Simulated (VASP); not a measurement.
Os, 2 atoms in the cell. The typed cell holds 2 atoms: a = 2.926 Å, b = 2.721 Å, c = 4.375 Å, α = 96.77°, β = 82.65°, γ = 118.93°. 

| Property | Result |
| --- | --- |
| Program | VASP 6.6.1 |
| Task | single point |
| Functional | LDA |
| Potentials or basis | VASP PAW LDA potentials, release 64 (Os) |
| Cutoff | 600 eV |
| k mesh | 3 × 3 × 2 |
| Occupations | gaussian, width 0.1 eV |
| Spin | no spin polarisation |
| Dipole correction | no |
| Further INCAR settings | ALGO = Normal; EDIFF = 1e-06; NBANDS = 15 |

Potentials or basis: VASP PAW LDA potentials, release 64 (Os).

Run with:

```sh
$ cat potpaw_LDA.64/Os/POTCAR > POTCAR
$ mpirun -np 1 vasp_std > vasp.out
```

Hardware: 1 thread of Intel(R) Xeon(R) Platinum 8259CL CPU @ 2.50GHz (Skylake/Cascade Lake) (shared host).

Question: How long does it take, and how much memory?

Answer: Wall time 5.1 s on 1 thread of Intel(R) Xeon(R) Platinum 8259CL CPU @ 2.50GHz (Skylake/Cascade Lake) (shared host), peak memory 0.13 GiB. Counts: scf iterations 12, k points 10.
